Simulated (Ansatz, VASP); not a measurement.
Two plane-wave programs on Yb

```
Yb
1.0
     0.00000    2.60198    2.60198
     2.60198    0.00000    2.60198
     2.60198    2.60198    0.00000
Yb
1
Direct
  0.00000 0.00000 0.00000
```

Alike in both runs: functional r2SCAN; k mesh 10 × 10 × 10; occupations fermi-dirac, width 0.05 eV; no spin polarisation.

Ansatz relaxed the structure, and its values are those at the end. VASP's run is a single point on that final structure, the one shown.

|  | VASP | Ansatz |
| --- | --- | --- |
| version | VASP 6.6.1 | Ansatz 0.2.0 |
| potentials or method | VASP PAW PBE potentials, release 64 (Yb) | PAW with Ansatz's default frozen-core files, scalar-relativistic |
| plane-wave cutoff (eV) | 520 | 500 |
| valence electrons in the cell | 24 | 24 |

Ansatz gave:

```
pressure (GPa) : 0.0
```

Which values does VASP return?

Pressure (GPa): -0.2.

VASP's potentials were made for PBE, not for r2SCAN.

Spin-orbit coupling is off throughout.
